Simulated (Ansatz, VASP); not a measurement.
**BiPd: VASP beside Ansatz**

```
Bi Pd
1.0
     4.21585    0.00000    0.00000
    -2.10793    3.65104    0.00000
     0.00000    0.00000    5.67097
Bi Pd
2 2
Cartesian
  0.0000 2.4340 1.4177
  2.1079 1.2170 4.2532
  0.0000 0.0000 0.0000
  0.0000 0.0000 2.8355
```

Change from the starting cell: volume scaled by 0.99, crystal datasets.

Alike in both runs: task electric field gradients; functional PBEsol; k mesh 9 × 9 × 6; occupations fermi-dirac, width 0.03 eV; no spin polarisation.

|  | VASP | Ansatz |
| --- | --- | --- |
| version | VASP 6.6.1 | Ansatz 0.2.0 |
| potentials or method | VASP PAW PBE potentials, release 64 (Bi_d, Pd), cutoff 520 eV | all-electron PAW with datasets made for the crystal, scalar-relativistic |

Ansatz gave:

* pressure (GPa): 1.3
* traceless stress, the component that is largest in VASP (GPa): -0.58
* size of Vzz on the site where it differs most (V/Å²): 80.7

What did VASP give for the same quantities?

Pressure (GPa): 1.3; traceless stress, the component that is largest in VASP (GPa): -0.62; size of Vzz on the site where it differs most (V/Å²): 75.2.

VASP's potentials were made for PBE, not for PBEsol. Ansatz ran all-electron here, and VASP with PAW potentials.

Spin-orbit coupling is off throughout.
